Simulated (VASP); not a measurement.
Set up this calculation in VASP 6.6.1, as the native input.

```yaml
Task: single point
Functional: PBE
Potentials_or_basis: VASP PAW PBE potentials, release 64 (Pb_d)
Cutoff: 520 eV
k_mesh: 8 × 8 × 8
Occupations: methfessel-paxton, width 0.1 eV
Spin: no spin polarisation
Further_INCAR_settings: ALGO = Normal; EDIFF = 1e-07
```

The structure of Pb lies in POSCAR:

```
Pb
1.0
    0.0000000000      2.4750200000      2.4750200000
    2.4750200000      0.0000000000      2.4750200000
    2.4750200000      2.4750200000      0.0000000000
Pb
1
Direct
    0.0000000000      0.0000000000      0.0000000000
```

The input as run:

INCAR

```
SYSTEM = Pb
PREC = Accurate
ENCUT = 520
EDIFF = 1E-7
ISMEAR = 1
SIGMA = 0.1
LREAL = .False.
LASPH = .True.
ALGO = Normal
NELM = 100
ISIF = 2
LWAVE = .False.
LCHARG = .False.
```

KPOINTS

```
k-points
0
Gamma
  8 8 8
```

Potentials or basis: VASP PAW PBE potentials, release 64 (Pb_d).

The run is started by

```bash
$ cat potpaw_PBE.64/Pb_d/POTCAR > POTCAR
$ mpirun -np 1 vasp_std > vasp.out
```

It gave:

| Quantity | Value |
| --- | --- |
| Pressure | 2.6 GPa |
| Band gap on the k mesh | zero (bands 7 and 8 overlap by 8.79 eV) |

Caveat: spin-orbit coupling is left out, which moves the levels of the heavy elements.

It took 6.1 s on 1 thread of AMD EPYC 9R45 (Zen 5), with other jobs on the host, peak memory 0.12 GiB.
